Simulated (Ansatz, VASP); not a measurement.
## One calculation of BiMo, two programs

File INCAR:

```
SYSTEM = BiMo
PREC = Accurate
ENCUT = 520
EDIFF = 1E-6
ISMEAR = -1
SIGMA = 0.05
LREAL = .FALSE.
LASPH = .TRUE.
NELM = 150
ALGO = Normal
ISIF = 2
LWAVE = .FALSE.
LCHARG = .FALSE.
LNONCOLLINEAR = .TRUE.
MAGMOM = 0 0 0 0 0 0
LORBIT = 11
LSORBIT = .TRUE.
GGA_COMPAT = .FALSE.
LORBMOM = .TRUE.
LMAXMIX = 4
GGA = PE
NBANDS = 41
```

File KPOINTS:

```
regular mesh
0
G
  12 12 12
  0 0 0
```

Contents of POSCAR:

```
BiMo
1.0
    0.0000000000      2.8444813037      2.8444813037
    2.8444813037      0.0000000000      2.8444813037
    2.8444813037      2.8444813037      0.0000000000
Mo Bi
1 1
Direct
    0.0000000000      0.0000000000      0.0000000000
    0.5000000000      0.5000000000      0.5000000000
```

Input for Ansatz:

```yaml
crystal:
  lattice:
    - [0.0, 2.8444813037, 2.8444813037]
    - [2.8444813037, 0.0, 2.8444813037]
    - [2.8444813037, 2.8444813037, 0.0]
  atoms:
    - { symbol: Mo, position: [0.0, 0.0, 0.0] }
    - { symbol: Bi, position: [0.5, 0.5, 0.5] }
kpoints:
  mp_grid: { grid: [12, 12, 12] }
  band_path:
    path:
      - [0.0, 0.0, 0.0]
      - [0.5, 0.0, 0.5]
      - [0.625, 0.25, 0.625]
      - [0.375, 0.375, 0.75]
      - [0.0, 0.0, 0.0]
      - [0.5, 0.5, 0.5]
      - [0.5, 0.25, 0.75]
      - [0.5, 0.0, 0.5]
    npoints: 5
scf:
  occupations: { method: fermi_dirac, width: 0.05 }
hamiltonian:
  xc: pbe
  pseudopotentials: { kind: all_electron, lapw: { basis_error: 0.00025 } }
output:
  forces: true
  stress: true
  eigenvalues: true
magnetization:
  noncollinear: true
  spin_orbit: true
```

Alike in both runs: task single point; functional PBE; k mesh 12 × 12 × 12; occupations fermi-dirac, width 0.05 eV; non-collinear spin, spin-orbit coupling.

|  | VASP | Ansatz |
| --- | --- | --- |
| version | VASP 6.6.1 | Ansatz 0.2.0 |
| potentials or method | VASP PAW PBE potentials, release 64 (Mo_sv, Bi_d), cutoff 520 eV | all-electron LAPW |

|  | VASP | Ansatz | Ansatz less VASP |
| --- | --- | --- | --- |
| pressure (GPa) | 0.2 | 0.0 | -0.23 |
| net moment per atom (μB) | 0.00 | 0.00 | 0.000 |

Ansatz ran all-electron here, and VASP with PAW potentials.
